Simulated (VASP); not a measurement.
Input of a VASP 6.6.1 run:

Contents of INCAR:

```
  PREC = Accurate
  ENCUT = 600
  EDIFF = 1E-6
  ISMEAR = -1
  SIGMA = 0.05
  LREAL = F
  LASPH = T
  NELM = 200
  ALGO = Normal
  ISIF = 2
  LWAVE = F
  LCHARG = F
  ISPIN = 2
  MAGMOM = 3 0
  LORBIT = 11
  LMAXMIX = 6
  GGA = PS
  NBANDS = 22
  GGA_COMPAT = F
```

Contents of KPOINTS:

```
regular mesh
0
Gamma
  3 3 3
```

POSCAR

```
ErH
1.0
    0.0000000000      2.4358500000      2.4358500000
    2.4358500000      0.0000000000      2.4358500000
    2.4358500000      2.4358500000      0.0000000000
Er H
1 1
Direct
    0.0000000000      0.0000000000      0.0000000000
    0.5000000000      0.5000000000      0.5000000000
```

Potentials or basis: VASP PAW PBE potentials, release 64 (Er, H).

Command:

```sh
$ cat potpaw_PBE.64/Er/POTCAR potpaw_PBE.64/H/POTCAR > POTCAR
$ mpirun -np 1 vasp_std > vasp.out
```

(1) What does it give for the pressure?

(2) Predict the net moment.

(3) Estimate the site moments.

## Answers

(1) -2.0 GPa.

(2) 2.53 μB per cell.

(3) Er +2.50; H +0.01 μB.

Caveat: the k points lie up to 0.74 Å⁻¹ apart; the magnetic or orbital state may not be the lowest; the PAW data sets were made with another functional, which shifts forces and pressure a little.
